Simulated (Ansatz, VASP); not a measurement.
**One calculation of AlCu3, two programs**

The input INCAR:

```
PREC = Accurate
ENCUT = 520
EDIFF = 1E-7
ISMEAR = 0
SIGMA = 0.15
LREAL = False
LASPH = True
NELM = 80
ALGO = Fast
ISIF = 2
LWAVE = False
LCHARG = True
GGA = PS
LELF = True
LVHAR = True
NBANDS = 26
```

The input KPOINTS:

```
regular mesh
0
Gamma
  14 14 14
```

The input POSCAR:

```
AlCu3
1.0
    3.6318704096      0.0000000000      0.0000000000
    0.0000000000      3.6318704096      0.0000000000
    0.0000000000      0.0000000000      3.6318704096
Al Cu
1 3
Direct
   -0.0206505165      0.0000000000      0.0000000000
    0.5000000000      0.5000000000      0.0000000000
    0.5000000000      0.0000000000      0.5000000000
    0.0000000000      0.5000000000      0.5000000000
```

Input for Ansatz:

```yaml
crystal:
  lattice:
    - [3.6318704096, 0.0, 0.0]
    - [0.0, 3.6318704096, 0.0]
    - [0.0, 0.0, 3.6318704096]
  atoms:
    - { symbol: Al, position: [-0.0206505165, 0.0, 0.0] }
    - { symbol: Cu, position: [0.5, 0.5, 0.0] }
    - { symbol: Cu, position: [0.5, 0.0, 0.5] }
    - { symbol: Cu, position: [0.0, 0.5, 0.5] }
basis:
  ecutwfc: 420
kpoints:
  mp_grid: { grid: [14, 14, 14] }
hamiltonian:
  xc: pbesol
scf:
  occupations: { method: gaussian, width: 0.15 }
output:
  forces: true
  stress: true
  eigenvalues: true
```

Alike in both runs: task single point; functional PBEsol; k mesh 14 × 14 × 14; occupations gaussian, width 0.15 eV; no spin polarisation.

|  | VASP | Ansatz |
| --- | --- | --- |
| version | VASP 6.6.1 | Ansatz 0.2.0 |
| potentials or method | VASP PAW PBE potentials, release 64 (Al, Cu), cutoff 520 eV | scalar-relativistic, plane waves, PAW |
| valence electrons in the cell | 36 | 60 |

|  | VASP | Ansatz | Ansatz less VASP |
| --- | --- | --- | --- |
| gap on the k mesh at the Fermi level (eV) | none | none | - |
| pressure (GPa) | 0.5 | 0.3 | -0.29 |
| rms of the force components (eV/Å) | 0.193 | 0.192 | -0.0011 |

VASP's potentials were made for PBE, not for PBEsol. Atom by atom the forces differ by 0.001 eV/Å (rms over components). A gap of «none» marks a metal or a gap that the smearing closes. The functional is the same, so the differences come from potentials, cutoffs and numerics. VASP's potentials hold 36 valence electrons a cell and Ansatz's 60, so a difference there can come from the potentials and not from the codes.
